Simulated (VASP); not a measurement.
# Nb (Fm-3m) in VASP: further runs

The runs below take Nb through electric field gradients, with LDA.

Everything below comes from runs of VASP 6.6.1. Logs are shortened: lines on timing, memory, paths and dates and some standing lists are left out, and cuts for length are marked.

**1. The cell of the first run**

Symmetry: Fm-3m, No. 225, cubic system. The conventional cell has a = 4.313 Å, b = 4.313 Å, c = 4.313 Å, α = 90.00°, β = 90.00°, γ = 90.00°. Within 4.0 Å of Nb (site symmetry m-3m) lie 12 Nb at 3.05 Å.

**2. Electric field gradients, LDA (volume scaled by 1.06)**

INCAR reads:

```
SYSTEM = Nb
PREC = Accurate ; ENCUT = 520
EDIFF = 1E-8 ; ISMEAR = -1
SIGMA = 0.03 ; LREAL = .FALSE.
LASPH = .TRUE. ; NELM = 80
ALGO = Normal ; ISIF = 2
LWAVE = .FALSE. ; LCHARG = .FALSE.
GGA = CA ; LEFG = .TRUE.
NBANDS = 12
```

KPOINTS reads:

```
regular mesh
0
G
  13 13 13
  0 0 0
```

POSCAR reads:

```
Nb
1.0
    0.0000000000      2.1564811194      2.1564811194
    2.1564811194      0.0000000000      2.1564811194
    2.1564811194      2.1564811194      0.0000000000
Nb
1
Direct
    0.0000000000      0.0000000000      0.0000000000
```

Potentials or basis: VASP PAW LDA potentials, release 64 (Nb_sv).

Started as:

```sh
$ cat potpaw_LDA.64/Nb_sv/POTCAR > POTCAR
$ mpirun -np 1 vasp_std > vasp.out
```

OUTCAR:

```text
SYSTEM = Nb
   PREC = Accurate
   ENCUT = 520
   EDIFF = 1E-8
   ISMEAR = -1
   LREAL = .FALSE.
   LASPH = .TRUE.
   NELM = 80
   ISIF = 2
   GGA = CA

 ion  position               nearest neighbor table
   1  0.000  0.000  0.000-

  LATTYP: Found a face centered cubic cell.
 ALAT       =     4.3129622388

  Lattice vectors:

 A1 = (   0.0000000000,   2.1564811194,   2.1564811194)
 A2 = (   2.1564811194,   0.0000000000,   2.1564811194)
 A3 = (   2.1564811194,   2.1564811194,   0.0000000000)

Analysis of symmetry for initial positions (statically):
=====================================================================
 Subroutine PRICEL returns:
 Original cell was already a primitive cell.

 Routine SETGRP: Setting up the symmetry group for a
 face centered cubic supercell.

 Subroutine GETGRP returns: Found 48 space group operations
 (whereof 48 operations were pure point group operations)
 out of a pool of 48 trial point group operations.

The static configuration has the point symmetry O_h .

Analysis of symmetry for dynamics (positions and initial velocities):
=====================================================================
 Subroutine PRICEL returns:
 Original cell was already a primitive cell.

 Routine SETGRP: Setting up the symmetry group for a
 face centered cubic supercell.

 Subroutine GETGRP returns: Found 48 space group operations
 (whereof 48 operations were pure point group operations)
 out of a pool of 48 trial point group operations.

The dynamic configuration has the point symmetry O_h .

 Subroutine INISYM returns: Found 48 space group operations
 (whereof 48 operations are pure point group operations),
 and found     1 'primitive' translations

----------------------------------------------------------------------------------------

                                     Primitive cell

  volume of cell :      20.0570

  direct lattice vectors                    reciprocal lattice vectors
     0.000000000  2.156481119  2.156481119    -0.231859206  0.231859206  0.231859206
     2.156481119  0.000000000  2.156481119     0.231859206 -0.231859206  0.231859206
     2.156481119  2.156481119  0.000000000     0.231859206  0.231859206 -0.231859206

  length of vectors
     3.049724846  3.049724846  3.049724846     0.401591925  0.401591925  0.401591925

  position of ions in fractional coordinates (direct lattice)
     0.000000000  0.000000000  0.000000000

  ion indices of the primitive-cell ions
   primitive index   ion index
                 1           1

----------------------------------------------------------------------------------------

 KPOINTS: regular mesh

Automatic generation of k-mesh.
 Grid dimensions read from file:
 generate k-points for:   13   13   13

 Generating k-lattice:

  Cartesian coordinates                     Fractional coordinates (reciprocal lattice)
    -0.017835324  0.017835324  0.017835324     0.076923077  0.000000000  0.000000000
     0.017835324 -0.017835324  0.017835324     0.000000000  0.076923077  0.000000000
     0.017835324  0.017835324 -0.017835324     0.000000000  0.000000000  0.076923077

  Length of vectors
     0.030891687  0.030891687  0.030891687

  Shift w.r.t. Gamma in fractional coordinates (k-lattice)
     0.000000000  0.000000000  0.000000000

 Subroutine IBZKPT returns following result:
 ===========================================

 Found     84 irreducible k-points:

 Following reciprocal coordinates:
            Coordinates               Weight
  0.000000  0.000000  0.000000      1.000000
  0.076923  0.000000  0.000000      8.000000
  0.153846  0.000000  0.000000      8.000000
  0.230769  0.000000  0.000000      8.000000
  0.307692  0.000000  0.000000      8.000000
  0.384615  0.000000  0.000000      8.000000
[... 16 lines left out ...]
  0.384615  0.153846  0.000000     24.000000
  0.461538  0.153846  0.000000     24.000000
 [... further k-points ...]
   k-points           NKPTS =     84   k-points in BZ     NKDIM =     84   number of bands    NBANDS=     12
   number of dos      NEDOS =    301   number of ions     NIONS =      1
   total plane-waves  NPLWV =  13824
   dimension x,y,z NGX =    24 NGY =   24 NGZ =   24
   dimension x,y,z NGXF=    48 NGYF=   48 NGZF=   48
   ions per type =               1
   NGX,Y,Z   is equivalent  to a cutoff of  13.08, 13.08, 13.08 a.u.
   NGXF,Y,Z  is equivalent  to a cutoff of  26.17, 26.17, 26.17 a.u.
 SYSTEM =  Nb
   PREC   = accura    normal or accurate (medium, high low for compatibility)
   ISTART =      0    job   : 0-new  1-cont  2-samecut
   ICHARG =      2    charge: 1-file 2-atom 10-const
   ISPIN  =      1    spin polarized calculation?
   LNONCOLLINEAR =      F non collinear calculations
   LSORBIT =      F    spin-orbit coupling
   LASPH  =      T    aspherical Exc in radial PAW
   ENCUT  =  520.0 eV  38.22 Ry    6.18 a.u.   5.67  5.67  5.67*2*pi/ulx,y,z
   NELM   =     80;   NELMIN=  2; NELMDL= -5     # of ELM steps
   EDIFF  = 0.1E-07   stopping-criterion for ELM
   LREAL  =      F    real-space projection
   EDIFFG = 0.1E-06   stopping-criterion for IOM
   NSW    =      0    number of steps for IOM
   IBRION =     -1    ionic relax: 0-MD 1-quasi-New 2-CG
   NFREE  =      0    steps in history (QN), initial steepest desc. (CG)
   ISIF   =      2    stress and relaxation
   ISYM   =      2    0-nonsym 1-usesym 2-fastsym
   POTIM  = 0.5000    time-step for ionic-motion
   TEBEG  =    0.0;   TEEND  =   0.0 temperature during run
   PSTRESS=    0.0 pullay stress
   NELECT =      13.0000    total number of electrons
   NUPDOWN=      -1.0000    fix difference up-down
   EMIN   =  10.00;   EMAX   =-10.00  energy-range for DOS
   EFERMI =   0.00;   METHOD = LEGACY
   ISMEAR =    -1;   SIGMA  =   0.03  broadening in eV -4-tet -1-fermi 0-gaus
   EFERMI_NEDOS =   21; number of points for ismear=-14 and -15
   IALGO  =     38    algorithm
   IMIX   =      4    mixing-type and parameters
     AMIX     =   0.40;   BMIX     =  1.00
     AMIX_MAG =   1.60;   BMIX_MAG =  1.00
  volume/ion in A,a.u.               =      20.06       135.35
  Fermi-wavevector in a.u.,A,eV,Ry     =   1.416773  2.677313 27.310238  2.007246
  Thomas-Fermi vector in A             =   2.538073
   LORBIT       =      0    0 simple, 1 ext, 2 COOP (PROOUT), +10 PAW based schemes
   GGA     = CA    functional components
   LHFCALC =     F    Hartree Fock is set to
   AEXX    =    0.0000 exact exchange contribution
   IVDW    =     0    specifies the selected vdW correction
   LEPSILON=     F    determine dielectric tensor
   LRPA    =     F    only Hartree local field effects (RPA)
 non-spin polarized calculation
  energy-cutoff  :      520.00
  volume of cell :       20.06
 maximum number of plane-waves:       556
   NGX = 11   NGY = 11   NGZ = 11

 number of electron      12.9999999 magnetization

 Free energy of the ion-electron system (eV)
  ---------------------------------------------------
  ext. energy  EPLUGINS =         0.00000000
  ---------------------------------------------------
  free energy    TOTEN  =       -10.74860639 eV

  energy without entropy =      -10.74280856  energy(sigma->0) =      -10.74570747

 E-fermi :   9.8280     XC(G=0): -12.1749

 val. band max:        9.8206131105   @ k =  -0.2308   0.1538   0.0000
 cond. band min:       9.8292740878   @ k =   0.4615   0.0000   0.0000
 fundamental gap:      0.0086609773
 Fermi energy:         9.8280395450

 k-point     1 :       0.0000    0.0000    0.0000
  band No.  band energies     occupation
      1     -44.7015      2.00000
      2     -20.3547      2.00000
      3     -20.3547      2.00000
      4     -20.3547      2.00000
      5       3.8402      2.00000
      6       9.9850      0.01062
      7       9.9850      0.01062
      8       9.9850      0.01062
      9      12.3218      0.00000
     10      12.3218      0.00000
     11      21.6665      0.00000
     12      26.0823      0.00000

 k-point     2 :       0.0769    0.0000    0.0000
  band No.  band energies     occupation
      1     -44.6930      2.00000
      2     -20.4136      2.00000
      3     -20.3621      2.00000
      4     -20.3621      2.00000
      5       4.0446      2.00000
      6       9.8344      0.89394
      7      10.0772      0.00050
      8      10.0772      0.00050
      9      12.2458      0.00000
     10      12.2458      0.00000
     11      22.0659      0.00000
     12      25.2449      0.00000

 k-point     3 :       0.1538    0.0000    0.0000
  band No.  band energies     occupation
      1     -44.6694      2.00000
      2     -20.5747      2.00000
      3     -20.3827      2.00000
      4     -20.3827      2.00000
      5       4.6116      2.00000
      6       9.4957      1.99997
      7      10.2765      0.00000
      8      10.2765      0.00000
      9      12.1346      0.00000
     10      12.1346      0.00000
     11      22.9603      0.00000
     12      23.9387      0.00000

 k-point     4 :       0.2308    0.0000    0.0000
  band No.  band energies     occupation
      1     -44.6360      2.00000
      2     -20.7965      2.00000
      3     -20.4116      2.00000
      4     -20.4116      2.00000
      5       5.3767      2.00000
      6       9.2440      2.00000
      7      10.3457      0.00000
      8      10.3457      0.00000
      9      12.2982      0.00000
     10      12.2982      0.00000
     11      22.2515      0.00000
     12      24.3424      0.00000

 k-point     5 :       0.3077    0.0000    0.0000
  band No.  band energies     occupation
      1     -44.6002      2.00000
      2     -21.0258      2.00000
      3     -20.4419      2.00000
      4     -20.4419      2.00000
      5       6.0071      2.00000
      6       9.4384      2.00000
      7      10.1808      0.00002
      8      10.1808      0.00002
      9      12.8649      0.00000
     10      12.8649      0.00000
     11      21.1513      0.00000
     12      23.9432      0.00000
[... 228 lines left out ...]
      1     -44.6337      2.00000
      2     -20.7108      2.00000
      3     -20.4680      2.00000
      4     -20.4607      2.00000
      5       5.4622      2.00000
      6       8.7305      2.00000
      7      10.5279      0.00000
      8      10.8996      0.00000
      9      11.3760      0.00000
     10      12.8524      0.00000
     11      24.1501      0.00000
     12      24.7362      0.00000

 k-point    22 :       0.3077    0.1538    0.0000
  band No.  band energies     occupation
      1     -44.6020      2.00000
      2     -20.8992      2.00000
      3     -20.5020      2.00000
      4     -20.4973      2.00000
      5       6.1767      2.00000
      6       8.5413      2.00000
      7      10.0146      0.00397
      8      10.9502      0.00000
      9      12.2207      0.00000
     10      13.2750      0.00000
     11      22.8964      0.00000
     12      25.1420      0.00000

 k-point    23 :       0.3846    0.1538    0.0000
  band No.  band energies     occupation
      1     -44.5709      2.00000
      2     -21.0775      2.00000
      3     -20.5441      2.00000
      4     -20.5256      2.00000
      5       6.6854      2.00000
      6       8.7326      2.00000
      7       9.6419      1.99597
      8      10.7817      0.00000
      9      13.3577      0.00000
     10      13.8428      0.00000
     11      21.4369      0.00000
     12      23.9784      0.00000

 k-point    24 :       0.4615    0.1538    0.0000
  band No.  band energies     occupation
      1     -44.5476      2.00000
      2     -21.2056      2.00000
      3     -20.5914      2.00000
      4     -20.5337      2.00000
      5       6.8510      2.00000
      6       8.9498      2.00000
      7       9.8162      1.19521
      8      10.5666      0.00000
      9      14.1990      0.00000
     10      14.6131      0.00000
     11      19.8447      0.00000
     12      23.0905      0.00000

 [... further k-points ...]
[... 5 lines left out ...]
  --------------------------------------------------------------------------------------
  -------------------------------------------------------------------------------------
  Total       -2.2433524     -2.2433524     -2.2433524     -0.0000000     -0.0000000      0.0000000
  in kB     -179.2012787   -179.2012787   -179.2012787     -0.0000000     -0.0000000      0.0000000
  external PRESSURE =    -179.2012787 kB  Pullay stress =       0.0000000 kB

 VOLUME and BASIS-vectors are now :
 -----------------------------------------------------------------------------
  energy-cutoff  :      520.00
  volume of cell :       20.06
      direct lattice vectors                 reciprocal lattice vectors
     0.000000000  2.156481119  2.156481119    -0.231859206  0.231859206  0.231859206
     2.156481119  0.000000000  2.156481119     0.231859206 -0.231859206  0.231859206
     2.156481119  2.156481119  0.000000000     0.231859206  0.231859206 -0.231859206

 POSITION                                       TOTAL-FORCE (eV/Angst)
 -----------------------------------------------------------------------------------
      0.00000      0.00000      0.00000         0.000000      0.000000      0.000000
 -----------------------------------------------------------------------------------
    total drift:                                0.000000     -0.000000     -0.000000

  FREE ENERGIE OF THE ION-ELECTRON SYSTEM (eV)
  ---------------------------------------------------
  free  energy   TOTEN  =       -10.7486063918 eV

  energy  without entropy=      -10.7428085574  energy(sigma->0) =      -10.74570747

 Electric field gradients (V/A^2)
---------------------------------------------------------------------
 ion       V_xx      V_yy      V_zz      V_xy      V_xz      V_yz
---------------------------------------------------------------------
   1      -0.000     0.000    -0.000     0.000     0.000     0.000
---------------------------------------------------------------------

 Electric field gradients after diagonalization (V/A^2)
 (convention: |V_zz| > |V_xx| > |V_yy|)
----------------------------------------------------------------------
 ion       V_xx      V_yy      V_zz     asymmetry (V_yy - V_xx)/ V_zz
----------------------------------------------------------------------
   1      -0.000    -0.000     0.001       0.000
----------------------------------------------------------------------

           NMR quadrupolar parameters

 Cq : quadrupolar parameter    Cq=e*Q*V_zz/h
 eta: asymmetry parameters     (V_yy - V_xx)/ V_zz
 Q  : nuclear electric quadrupole moment in mb (millibarn)
----------------------------------------------------------------------
 ion       Cq(MHz)       eta       Q (mb)
----------------------------------------------------------------------
   1       0.000       0.000       1.000
----------------------------------------------------------------------
```

Wall time 30 s (1 thread of Intel Xeon 8259CL, shared host); peak memory 0.14 GiB.

What came out:

```yaml
Free_energy: -10.7486 eV
Pressure: -17.9 GPa
```

Caveat: without QUAD_EFG the Cq values of the log hold for a quadrupole moment of 1 mb, not for the nuclei.

(Continued in part 2 of 2.)
